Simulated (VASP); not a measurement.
# Co (Pm-3m) in VASP: a series of runs, part 3 of 3

VASP 6.6.1.

## 5. Single point, r2SCAN, collinear spin, ferromagnetic start (13.61 Å³/atom)

This run uses another cell than the first one, of 13.61 Å³/atom.

POSCAR reads:

```
Co
1.0
    2.3874593570      0.0000000000      0.0000000000
    0.0000000000      2.3874593570      0.0000000000
    0.0000000000      0.0000000000      2.3874593570
Co
1
Direct
    0.0000000000      0.0000000000      0.0000000000
```

INCAR.step1 reads:

```
SYSTEM = Co
PREC = Accurate
ENCUT = 520
ISMEAR = -1
SIGMA = 0.05
LREAL = .False.
LASPH = .True.
NELM = 150
ISPIN = 2
MAGMOM = 2.085
LMAXMIX = 4
NBANDS = 14
GGA = PE
ALGO = Normal
EDIFF = 1E-4
LWAVE = .True.
LCHARG = .False.
```

INCAR.step2 reads:

```
SYSTEM = Co
PREC = Accurate
ENCUT = 520
EDIFF = 1E-6
ISMEAR = -1
SIGMA = 0.05
LREAL = .False.
LASPH = .True.
NELM = 150
ALGO = Normal
ISIF = 2
LWAVE = .False.
LCHARG = .False.
ISPIN = 2
MAGMOM = 2.085
LORBIT = 11
LMAXMIX = 4
METAGGA = R2SCAN
LMIXTAU = .True.
NBANDS = 14
ISTART = 1
```

KPOINTS reads:

```
regular mesh
0
Gamma
  15 15 15
  0 0 0
```

Started as:

```
cat potpaw_PBE.64/Co/POTCAR > POTCAR
cp INCAR.step1 INCAR
mpirun -np 1 vasp_std > vasp.out
cp INCAR.step2 INCAR
mpirun -np 1 vasp_std > vasp.out
```

Run time: 2.1 min. Hardware: 1 thread of Intel Xeon 8259CL, shared host; peak memory 0.16 GiB.

Results (log left out):

| Property | Result |
| --- | --- |
| Free energy | -12.4504 eV |
| Pressure | -10.1 GPa |
| Net moment | 2.04 μB per cell |
| Site moments | Co +2.09 μB |
| Valence electrons inside the program's atomic spheres | Co 8.09 |

Levels at points of the mesh, in eV from the Fermi level:
Spin up:
| k point | band 3 | band 4 | band 5 | band 6 | band 7 | band 8 | band 9 | band 10 |
| --- | --- | --- | --- | --- | --- | --- | --- | --- |
| (0.00, 0.00, 0.00) | -5.03 | -2.48 | -2.48 | -2.48 | 18.43 | 18.43 | 18.43 | 21.96 |
Spin down:
| k point | band 1 | band 2 | band 3 | band 4 | band 5 | band 6 |
| --- | --- | --- | --- | --- | --- | --- |
| (0.00, 0.00, 0.00) | -8.78 | -3.54 | -3.54 | 1.35 | 1.35 | 1.35 |

Caveat: the cell stands under tension; the PAW data sets were made with another functional, which shifts forces and pressure a little.

## 6. Single point, r2SCAN, collinear spin, ferromagnetic start (14.11 Å³/atom)

This run uses another cell than the first one, of 14.11 Å³/atom.

POSCAR reads:

```
Co
1.0
    2.4165775847      0.0000000000      0.0000000000
    0.0000000000      2.4165775847      0.0000000000
    0.0000000000      0.0000000000      2.4165775847
Co
1
Direct
    0.0000000000      0.0000000000      0.0000000000
```

INCAR.step1 reads:

```
ALGO     = Normal         # electronic algorithm
EDIFF    = 1E-4           # SCF threshold, eV
ENCUT    = 520            # plane-wave cutoff, eV
GGA      = PE             # functional
ISMEAR   = -1             # smearing method
ISPIN    = 2              # spin polarisation
LASPH    = True           # aspherical terms in the spheres
LCHARG   = False          # write CHGCAR
LMAXMIX  = 4              # l up to which the mixer works
LREAL    = False          # projectors in reciprocal space
LWAVE    = True           # write WAVECAR
MAGMOM   = 2.085          # initial moments
NBANDS   = 14             # bands
NELM     = 150            # most SCF steps
PREC     = Accurate       # precision mode
SIGMA    = 0.05           # smearing width, eV
```

INCAR.step2 reads:

```
ALGO     = Normal         # electronic algorithm
EDIFF    = 1E-6           # SCF threshold, eV
ENCUT    = 520            # plane-wave cutoff, eV
ISIF     = 2              # what is computed and relaxed
ISMEAR   = -1             # smearing method
ISPIN    = 2              # spin polarisation
ISTART   = 1            
LASPH    = True           # aspherical terms in the spheres
LCHARG   = False          # write CHGCAR
LMAXMIX  = 4              # l up to which the mixer works
LMIXTAU  = True         
LORBIT   = 11             # projections on sites
LREAL    = False          # projectors in reciprocal space
LWAVE    = False          # write WAVECAR
MAGMOM   = 2.085          # initial moments
METAGGA  = R2SCAN         # meta-GGA
NBANDS   = 14             # bands
NELM     = 150            # most SCF steps
PREC     = Accurate       # precision mode
SIGMA    = 0.05           # smearing width, eV
```

KPOINTS reads:

```
k-points
0
Gamma
  15 15 15
```

Potentials or basis: VASP PAW PBE potentials, release 64 (Co).

Started as:

```
cat potpaw_PBE.64/Co/POTCAR > POTCAR
cp INCAR.step1 INCAR
mpirun -np 1 vasp_std > vasp.out
cp INCAR.step2 INCAR
mpirun -np 1 vasp_std > vasp.out
```

It took 2.9 min on 1 thread of Intel Xeon 8259CL, shared host; peak memory 0.15 GiB.

The run converged. Its results:

* Free energy: -12.4131 eV
* Pressure: -13.5 GPa
* Net moment: 2.06 μB per cell
* Site moments: Co +2.11 μB
* Valence electrons inside the program's atomic spheres: Co 8.03

Levels at points of the mesh, in eV from the Fermi level:
Spin up:
```tsv
k point	band 3	band 4	band 5	band 6	band 7	band 8	band 9	band 10
(0.00, 0.00, 0.00)	-4.92	-2.56	-2.56	-2.56	17.98	17.98	17.98	21.43
```
Spin down:
```
           k point  band 1  band 2  band 3  band 4  band 5  band 6
(0.00, 0.00, 0.00)   -8.58   -3.43   -3.43    1.32    1.32    1.32
```

Caveat: the cell stands under tension; the PAW data sets were made with another functional, which shifts forces and pressure a little.

## 7. Single point, r2SCAN, non-collinear spin, typed start, spin-orbit coupling

POSCAR reads:

```
Co
1.0
    2.3269911697      0.0000000000      0.0000000000
    0.0000000000      2.3269911697      0.0000000000
    0.0000000000      0.0000000000      2.3269911697
Co
1
Direct
    0.0000000000      0.0000000000      0.0000000000
```

INCAR.step1 reads:

```
SYSTEM = Co
ALGO = Normal
EDIFF = 1E-4
ENCUT = 520
GGA = PE
GGA_COMPAT = .FALSE.
ISMEAR = -1
LASPH = .TRUE.
LCHARG = .FALSE.
LMAXMIX = 4
LREAL = .FALSE.
LSORBIT = .TRUE.
LWAVE = .TRUE.
MAGMOM = 0 0 2.085
NBANDS = 20
NELM = 150
PREC = Accurate
SIGMA = 0.05
```

INCAR.step2 reads:

```
SYSTEM = Co
ALGO = Normal
EDIFF = 1E-7
ENCUT = 520
GGA_COMPAT = .FALSE.
ISIF = 2
ISMEAR = -1
ISTART = 1
LASPH = .TRUE.
LCHARG = .FALSE.
LMAXMIX = 4
LMIXTAU = .TRUE.
LORBIT = 11
LORBMOM = .TRUE.
LREAL = .FALSE.
LSORBIT = .TRUE.
LWAVE = .FALSE.
MAGMOM = 0 0 2.085
METAGGA = R2SCAN
NBANDS = 20
NELM = 150
PREC = Accurate
SIGMA = 0.05
```

KPOINTS reads:

```
k-points
0
G
  13 13 13
  0 0 0
```

Started as:

```
cat potpaw_PBE.64/Co/POTCAR > POTCAR
cp INCAR.step1 INCAR
mpirun -np 1 vasp_ncl > vasp.out
cp INCAR.step2 INCAR
mpirun -np 1 vasp_ncl > vasp.out
```

Run time: 43 min. Hardware: 1 thread of Intel Xeon 8259CL, shared host; peak memory 0.26 GiB.

The run converged. Its results:

```yaml
Free_energy: -12.4894 eV
Pressure: -0.1 GPa
Net_moment: 2.02 μB per cell
Valence_electrons_inside_the_program's_atomic_spheres: Co 8.21
```

Moments on the atoms (μB; x, y, z):
```
Co  0.00 0.00 2.06
```

Caveat: the PAW data sets were made with another functional, which shifts forces and pressure a little.

## 8. Summary

| spin | cell | k mesh | gap on the mesh (eV) | pressure (GPa) | moment (μB) |
| --- | --- | --- | --- | --- | --- |
| collinear, ferromagnetic start | a = 2.327 Å, 1 atom | 14 × 14 × 14 | none | -0.1 | 2.03 |
| collinear, ferromagnetic start | a = 2.327 Å, 1 atom | 15 × 15 × 15 | none | -0.2 | 2.02 |
| collinear, ferromagnetic start | a = 2.358 Å, 1 atom | 15 × 15 × 15 | none | -5.8 | 2.02 |
| collinear, ferromagnetic start | a = 2.387 Å, 1 atom | 15 × 15 × 15 | none | -10.1 | 2.04 |
| collinear, ferromagnetic start | a = 2.417 Å, 1 atom | 15 × 15 × 15 | none | -13.5 | 2.06 |
| non-collinear, typed start, SOC | a = 2.327 Å, 1 atom | 13 × 13 × 13 | - | -0.1 | 2.02 |

Alike in all rows: task single point; level r2SCAN; potentials or basis VASP PAW PBE potentials, release 64 (Co); cutoff (eV) 520; smearing fermi-dirac 0.05 eV.

Caveats: the PAW data sets were made with another functional, which shifts forces and pressure a little; the cell stands under tension (at least some runs).

Total energies depend on the potentials used, so only differences within one code and one set of settings carry meaning.
